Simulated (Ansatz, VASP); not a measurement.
# Two plane-wave programs on PdCl4

```
Pd Cl
1.0
     4.13707   -4.36257    0.00000
     4.13707    4.36257    0.00000
     0.00000    0.00000    3.57763
Pd Cl
1 4
Direct
  0.00000 0.00000 0.00000
  0.81875 0.18125 0.50000
  0.18125 0.81875 0.50000
  0.28090 0.28090 0.00000
  0.71910 0.71910 0.00000
```

Change from the starting cell: species swapped into the OsCl4 type (Cmmm, No. 65).

Alike in both runs: functional PBE; k mesh 2 × 2 × 3; occupations gaussian, width 0.15 eV; no spin polarisation.

Ansatz relaxed the structure, and its values are those at the end. VASP's run is a single point on that final structure, the one shown.

|  | VASP | Ansatz |
| --- | --- | --- |
| version | VASP 6.6.1 | Ansatz 0.2.0 |
| potentials or method | VASP PAW PBE potentials, release 64 (Pd, Cl), cutoff 520 eV | scalar-relativistic, plane waves, PAW |
| valence electrons in the cell | 38 | 46 |

VASP gave:

```
gap on the k mesh at the Fermi level (eV) : none
pressure (GPa)                            : -0.2
rms of the force components (eV/Å)        : 0.025
```

Task: Estimate Ansatz's values.

Result: gap on the k mesh at the Fermi level (eV): none; pressure (GPa): 0.0; rms of the force components (eV/Å): 0.010.

A gap of «none» marks a metal or a gap that the smearing closes. VASP's potentials hold 38 valence electrons a cell and Ansatz's 46, so a difference there can come from the potentials and not from the codes.

The k mesh is coarse, so the values compare programs but aren't converged.
